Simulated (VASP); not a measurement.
# Si2W3 (P4/m) in VASP: single point with PBE

Aim: the single point of Si2W3 with PBE.

Everything below comes from runs of VASP 6.6.1. Logs are shortened: lines on timing, memory, paths and dates and some standing lists are left out, and cuts for length are marked.

### 1 The cell of the first run

Symmetry: P4/m, No. 83, tetragonal system. Conventional cell: a = 6.630 Å, b = 6.630 Å, c = 3.312 Å, α = 90.00°, β = 90.00°, γ = 90.00°. Si (site symmetry m) has 8 W at 2.44 to 2.72 Å and 5 Si at 2.54 to 3.46 Å within 3.5 Å. Within 3.4 Å of W (site symmetry 4/m) lie 4 Si at 2.44 Å and 10 W at 3.23 to 3.31 Å. W (site symmetry 4/m) has 4 Si at 2.72 Å and 10 W at 2.76 to 3.31 Å within 3.6 Å. Within 3.4 Å of W (site symmetry m) lie 6 Si at 2.53 to 2.64 Å and 9 W at 2.76 to 3.31 Å.

### 2 Single point, PBE (atoms displaced along a vibrational mode)

The input, INCAR:

```
SYSTEM = Si2W3
  PREC = Accurate
  ENCUT = 520
  EDIFF = 1E-7
  ISMEAR = 0
  SIGMA = 0.15
  LREAL = .FALSE.
  LASPH = .TRUE.
  NELM = 100
  ALGO = Fast
  ISIF = 2
  LWAVE = .FALSE.
  LCHARG = .FALSE.
  GGA = PE
  NBANDS = 61
```

The input, KPOINTS:

```
Automatic mesh
0
G
  6 6 12
  0 0 0
```

The input, POSCAR:

```
Si2W3
1.0
    6.6300342967      0.0000000000      0.0000000000
    0.0000000000      6.6300342967      0.0000000000
    0.0000000000      0.0000000000      3.3123213826
Si W
4 6
Direct
    0.1507445144      0.6177214628      0.0000000000
    0.8492554856      0.3822785372      0.0000000000
    0.6177214628      0.8492554856      0.0000000000
    0.3822785372      0.1507445144      0.0000000000
    0.5000000000      0.5000000000      0.0000000000
    0.0000000000      0.0000000000      0.0000000000
    0.6915075860      0.1275163532      0.5000000000
    0.3084924140      0.8724836468      0.5000000000
    0.1275163532      0.3084924140      0.5000000000
    0.8724836468      0.6915075860      0.5000000000
```

Potentials or basis: VASP PAW PBE potentials, release 64 (Si, W_sv).

The run is started by

```bash
cat potpaw_PBE.64/Si/POTCAR potpaw_PBE.64/W_sv/POTCAR > POTCAR
mpirun -np 1 vasp_std > vasp.out
```

OUTCAR:

```text
SYSTEM = Si2W3
   PREC = Accurate
   ENCUT = 520
   EDIFF = 1E-7
   ISMEAR = 0
   LREAL = .FALSE.
   LASPH = .TRUE.
   NELM = 100
   ISIF = 2
   GGA = PE

 ion  position               nearest neighbor table
   1  0.151  0.618  0.000-   5 2.44  10 2.53  10 2.53   2 2.54   8 2.59   8 2.59   9 2.64   9 2.64
                             6 2.72
   2  0.849  0.382  0.000-   5 2.44   9 2.53   9 2.53   1 2.54   7 2.59   7 2.59  10 2.64  10 2.64
                             6 2.72
   3  0.618  0.849  0.000-   5 2.44   7 2.53   7 2.53   4 2.54  10 2.59  10 2.59   8 2.64   8 2.64
                             6 2.72
   4  0.382  0.151  0.000-   5 2.44   8 2.53   8 2.53   3 2.54   9 2.59   9 2.59   7 2.64   7 2.64
                             6 2.72
   5  0.500  0.500  0.000-   1 2.44   2 2.44   3 2.44   4 2.44   7 3.23   8 3.23   9 3.23  10 3.23
                             7 3.23   8 3.23   9 3.23  10 3.23
   6  0.000  0.000  0.000-   1 2.72   2 2.72   3 2.72   4 2.72   7 2.76   8 2.76   9 2.76  10 2.76
                             7 2.76   8 2.76   9 2.76  10 2.76
   7  0.692  0.128  0.500-   3 2.53   3 2.53   2 2.59   2 2.59   4 2.64   4 2.64   6 2.76   6 2.76
                             8 3.05   9 3.13  10 3.13   5 3.23   5 3.23
   8  0.308  0.872  0.500-   4 2.53   4 2.53   1 2.59   1 2.59   3 2.64   3 2.64   6 2.76   6 2.76
                             7 3.05   9 3.13  10 3.13   5 3.23   5 3.23
   9  0.128  0.308  0.500-   2 2.53   2 2.53   4 2.59   4 2.59   1 2.64   1 2.64   6 2.76   6 2.76
                            10 3.05   8 3.13   7 3.13   5 3.23   5 3.23
  10  0.872  0.692  0.500-   1 2.53   1 2.53   3 2.59   3 2.59   2 2.64   2 2.64   6 2.76   6 2.76
                             9 3.05   8 3.13   7 3.13   5 3.23   5 3.23

  LATTYP: Found a simple tetragonal cell.
 ALAT       =     6.6300342967
 C/A-ratio  =     0.4995934009

  Lattice vectors:

 A1 = (   6.6300342967,   0.0000000000,   0.0000000000)
 A2 = (   0.0000000000,   6.6300342967,   0.0000000000)
 A3 = (   0.0000000000,   0.0000000000,   3.3123213826)

Analysis of symmetry for initial positions (statically):
=====================================================================
 Subroutine PRICEL returns:
 Original cell was already a primitive cell.

 Routine SETGRP: Setting up the symmetry group for a
 simple tetragonal supercell.

 Subroutine GETGRP returns: Found  8 space group operations
 (whereof  8 operations were pure point group operations)
 out of a pool of 16 trial point group operations.

The static configuration has the point symmetry C_4h.

Analysis of symmetry for dynamics (positions and initial velocities):
=====================================================================
 Subroutine PRICEL returns:
 Original cell was already a primitive cell.

 Routine SETGRP: Setting up the symmetry group for a
 simple tetragonal supercell.
[... 133 lines left out ...]
   NUPDOWN=      -1.0000    fix difference up-down
   EMIN   =  10.00;   EMAX   =-10.00  energy-range for DOS
   EFERMI =   0.00;   METHOD = LEGACY
   ISMEAR =     0;   SIGMA  =   0.15  broadening in eV -4-tet -1-fermi 0-gaus
   EFERMI_NEDOS =   21; number of points for ismear=-14 and -15
   IALGO  =     68    algorithm
   IMIX   =      4    mixing-type and parameters
     AMIX     =   0.40;   BMIX     =  1.00
     AMIX_MAG =   1.60;   BMIX_MAG =  1.00
  volume/ion in A,a.u.               =      14.56        98.26
  Fermi-wavevector in a.u.,A,eV,Ry     =   1.444398  2.729516 28.385632  2.086285
  Thomas-Fermi vector in A             =   2.562697
   LORBIT       =      0    0 simple, 1 ext, 2 COOP (PROOUT), +10 PAW based schemes
   GGA     = PE    functional components
   LHFCALC =     F    Hartree Fock is set to
   AEXX    =    0.0000 exact exchange contribution
   IVDW    =     0    specifies the selected vdW correction
   LEPSILON=     F    determine dielectric tensor
   LRPA    =     F    only Hartree local field effects (RPA)
 non-spin polarized calculation
 RMM-DIIS sequential band-by-band and
 Gauss-broadening in eV      SIGMA  =   0.15
  energy-cutoff  :      520.00
  volume of cell :      145.60
 maximum number of plane-waves:      3945
 NGX is ok and might be reduce to    50
   NGX = 25   NGY = 25   NGZ = 13

 number of electron     100.0000000 magnetization

 number of electron      99.9999990 magnetization

 Free energy of the ion-electron system (eV)
  ---------------------------------------------------
  ext. energy  EPLUGINS =         0.00000000
  ---------------------------------------------------
  free energy    TOTEN  =       -98.82741223 eV

  energy without entropy =      -98.74418115  energy(sigma->0) =      -98.78579669

 E-fermi :  11.6035     XC(G=0): -12.9305

 val. band max:       11.5947172552   @ k =   0.3333   0.3333   0.0000
 cond. band min:      11.6082529951   @ k =   0.5000   0.1667   0.2500
 fundamental gap:      0.0135357399
 Fermi energy:        11.6034969079

 k-point     1 :       0.0000    0.0000    0.0000
  band No.  band energies     occupation
      1     -62.8941      2.00000
      2     -62.5147      2.00000
      3     -62.5113      2.00000
      4     -62.5092      2.00000
      5     -62.5092      2.00000
      6     -62.2549      2.00000
[... 1525 lines left out ...]
     60      14.1805      0.00000
     61      14.7499      0.00000

 [... further k-points ...]
[... 5 lines left out ...]
  --------------------------------------------------------------------------------------
  -------------------------------------------------------------------------------------
  Total        7.6783418      7.6783418     -1.3992146     -0.0000000      0.0000000      0.0000000
  in kB       84.4916912     84.4916912    -15.3968148     -0.0000001      0.0000000      0.0000000
  external PRESSURE =      51.1955225 kB  Pullay stress =       0.0000000 kB

 VOLUME and BASIS-vectors are now :
 -----------------------------------------------------------------------------
  energy-cutoff  :      520.00
  volume of cell :      145.60
      direct lattice vectors                 reciprocal lattice vectors
     6.630034297  0.000000000  0.000000000     0.150828782  0.000000000  0.000000000
     0.000000000  6.630034297  0.000000000     0.000000000  0.150828782  0.000000000
     0.000000000  0.000000000  3.312321383     0.000000000  0.000000000  0.301903072

 POSITION                                       TOTAL-FORCE (eV/Angst)
 -----------------------------------------------------------------------------------
      0.99944      4.09551      0.00000        -0.340507      0.108946     -0.000000
      5.63059      2.53452      0.00000         0.340507     -0.108946     -0.000000
      4.09551      5.63059      0.00000         0.108946      0.340507      0.000000
      2.53452      0.99944      0.00000        -0.108946     -0.340507     -0.000000
      3.31502      3.31502      0.00000         0.000000     -0.000000      0.000000
      0.00000      0.00000      0.00000         0.000000     -0.000000      0.000000
      4.58472      0.84544      1.65616        -0.790048      0.961534      0.000000
      2.04532      5.78460      1.65616         0.790048     -0.961534      0.000000
      0.84544      2.04532      1.65616         0.961534      0.790048      0.000000
      5.78460      4.58472      1.65616        -0.961534     -0.790048     -0.000000
 -----------------------------------------------------------------------------------
    total drift:                                0.000000      0.000000      0.000000

  FREE ENERGIE OF THE ION-ELECTRON SYSTEM (eV)
  ---------------------------------------------------
  free  energy   TOTEN  =       -98.8274122313 eV

  energy  without entropy=      -98.7441811510  energy(sigma->0) =      -98.78579669
```

stdout:

```text
POSCAR found type information on POSCAR SiW
 POSCAR found :  2 types and      10 ions
 scaLAPACK will be used
 LDA part: xc-table for (Slater+PW92), standard interpolation
 POSCAR, INCAR and KPOINTS ok, starting setup
 FFT: planning ... GRIDC
 FFT: planning ... GRID_SOFT
 FFT: planning ... GRID
 WAVECAR not read
 entering main loop
WARNING in EDDRMM: call to ZHEGV failed, returncode =   8  4     52
WARNING in EDDRMM: call to ZHEGV failed, returncode =   8  4     58
WARNING in EDDRMM: call to ZHEGV failed, returncode =   8  4     56
```

Wall time 9.1 min (1 thread of Intel Xeon 6975P-C (Granite Rapids), shared host); peak memory 0.57 GiB.

Results:

* Free energy: -98.8274 eV
* Pressure: 5.1 GPa
* Largest force: 1.244 eV/Å
* Band gap on the k mesh: zero (bands 50 and 51 overlap by 1.03 eV)

Forces in eV/Å, atoms in the order of the input:
```
Si  -0.341  0.109  0.000
Si   0.341 -0.109  0.000
Si   0.109  0.341  0.000
Si  -0.109 -0.341  0.000
W    0.000  0.000  0.000
W    0.000  0.000  0.000
W   -0.790  0.962  0.000
W    0.790 -0.962  0.000
W    0.962  0.790  0.000
W   -0.962 -0.790  0.000
```

Stress tensor (GPa, compression positive):
```
 8.45  0.00  0.00
 0.00  8.45  0.00
 0.00  0.00 -1.54
```

Caveat: the cell differs from its parent crystal (atoms displaced along a vibrational mode); the cell stands under pressure; spin-orbit coupling is left out, which moves the levels of the heavy elements; forces of over 1 eV/Å act on the atoms, so gaps and moduli don't describe the material at rest.
